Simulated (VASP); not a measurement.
# H4BrN: relaxation of cell and atoms with LDA

The system is H4BrN.

```xyz
6
Lattice="4.0000 0.0000 0.0000 0.0000 4.0000 0.0000 0.0000 0.0000 4.0000" Properties=species:S:1:pos:R:3 pbc="T T T"
H     0.5920    0.5920    0.5920
H     0.5920    3.4080    3.4080
H     3.4080    0.5920    3.4080
H     3.4080    3.4080    0.5920
Br    2.0000    2.0000    2.0000
N     0.0000    0.0000    0.0000
```

- Program: VASP 6.6.1
- Task: relaxation of cell and atoms
- Functional: LDA
- Potentials or basis: VASP PAW LDA potentials, release 64 (H, Br, N)
- Cutoff: 600 eV
- k mesh: 4 × 4 × 4
- Occupations: fermi-dirac, width 0.01 eV
- Spin: no spin polarisation
- Target pressure: 10 GPa
- Dipole correction: no
- Further INCAR settings: ALGO = Normal; EDIFF = 1e-06; IBRION = 2; EDIFFG = -0.02; NSW = 50; ISIF = 3

* Relaxed volume: 7.97 Å³/atom
* Relaxed cell: a = 3.630 Å, b = 3.630 Å, c = 3.630 Å, α = 90.00°, β = 90.00°, γ = 90.00°
* Space group after relaxing (to 0.05 Å): P-43m (No. 215)
* Energy change on relaxing (the enthalpy is what falls): +31.2 meV/atom
* Ionic steps: 8
* Pressure after relaxing: 10.1 GPa
* Largest force after relaxing: 0.017 eV/Å
* Band gap on the k mesh: 5.42 eV, direct

Forces on the atoms (eV/Å):
```
H   -0.010 -0.010 -0.010
H   -0.010  0.010  0.010
H    0.010 -0.010  0.010
H    0.010  0.010 -0.010
Br   0.000  0.000  0.000
N    0.000  0.000  0.000
```

Step by step:
| step | energy change (eV) | largest force (eV/Å) | pressure (GPa) | volume (Å³) |
| --- | --- | --- | --- | --- |
| 1 | 0.0000 | 0.9557 | 1.16 | 64.00 |
| 2 | -0.0815 | 0.3749 | 1.31 | 58.70 |
| 3 | 0.0785 | 0.4397 | 5.09 | 50.10 |
| 4 | 0.1555 | 0.5754 | 6.34 | 48.73 |
| 5 | 0.4055 | 1.0181 | 18.56 | 45.65 |
| 6 | 0.2014 | 0.0735 | 10.24 | 47.62 |
| 7 | 0.2027 | 0.0623 | 10.32 | 47.60 |
| 8 | 0.1874 | 0.0170 | 10.14 | 47.83 |

Final structure:
```
CELL_PARAMETERS angstrom
3.62992 0.00000 0.00000
0.00000 3.62992 0.00000
0.00000 0.00000 3.62992
ATOMIC_POSITIONS crystal
H 0.16704 0.16704 0.16704
H 0.16704 0.83296 0.83296
H 0.83296 0.16704 0.83296
H 0.83296 0.83296 0.16704
Br 0.50000 0.50000 0.50000
N 0.00000 0.00000 0.00000
```

Levels at points of the mesh, in eV from the valence-band top:
| k point | band 6 | band 7 | band 8 | band 9 | band 10 | band 11 |
| --- | --- | --- | --- | --- | --- | --- |
| (0.00, 0.00, 0.00) | 0.00 | 0.00 | 0.00 | 5.42 | 6.22 | 6.22 |
| (0.50, 0.00, 0.00) | -2.88 | -0.54 | -0.54 | 8.33 | 8.57 | 9.50 |
| (0.50, 0.50, 0.00) | -1.14 | -1.14 | -0.22 | 5.68 | 6.70 | 7.92 |
| (0.50, 0.50, 0.50) | -2.52 | -2.52 | -2.52 | 8.60 | 8.60 | 8.60 |

It took 20 s on 1 thread of Intel(R) Xeon(R) 6975P-C (Granite Rapids), on a shared host, peak memory 0.16 GiB.

Caveat: the cell is relaxed towards a set pressure, so the enthalpy falls and the energy may rise; the volume moved by over 15 % at a fixed basis, so the end points are rough. LDA gaps usually lie below the measured ones, often by a third to a half.
